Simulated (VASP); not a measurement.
## Hf: single point with PBEsol

Hf:

```xyz
1
Lattice="-1.7509 1.7509 1.8321 1.7509 -1.7509 1.8321 1.7509 1.7509 -1.8321" Properties=species:S:1:pos:R:3 pbc="T T T"
Hf    0.0000    0.0000    0.0000
```

This cell differs from its parent crystal: strain -0.030 along x and y, +0.015 along z.

```
Program             : VASP 6.6.1
Task                : single point
Functional          : PBEsol
Potentials or basis : VASP PAW PBE potentials, release 64 (Hf_pv)
Cutoff              : 520 eV
k mesh              : 18 × 18 × 18
Occupations         : gaussian, width 0.15 eV
Spin                : no spin polarisation
```

```json
{
 "Pressure": "-5.5 GPa",
 "Band gap on the k mesh": "zero (band 5 reaches 5.85 eV, above the bottom of band 6 at 3.69 eV)"
}
```

Stress tensor (GPa, compression positive):
```
-6.07  0.00  0.00
 0.00 -6.07  0.00
 0.00  0.00 -4.33
```

Levels at points of the mesh, in eV from the Fermi level:
| k point | band 3 | band 4 | band 5 | band 6 | band 7 | band 8 |
| --- | --- | --- | --- | --- | --- | --- |
| (0.00, 0.00, 0.00) | -29.80 | -7.03 | 1.36 | 1.36 | 1.84 | 3.93 |
| (0.50, 0.00, 0.00) | -29.80 | -3.39 | -0.32 | 0.99 | 3.79 | 5.11 |
| (0.50, 0.50, 0.00) | -29.83 | -3.33 | -0.83 | 1.26 | 4.54 | 5.33 |
| (0.50, 0.50, 0.50) | -30.35 | -2.62 | -2.49 | 6.51 | 6.64 | 6.80 |

Run time: 47 s on 1 thread of AMD EPYC 9R45 96-Core Processor (Zen 5), with other jobs on the host, peak memory 0.21 GiB.

Caveat: the cell differs from its parent crystal (strain -0.030 along x and y, +0.015 along z); the PAW data sets were made with another functional, which shifts forces and pressure a little; spin-orbit coupling is left out, which moves the levels of the heavy elements.
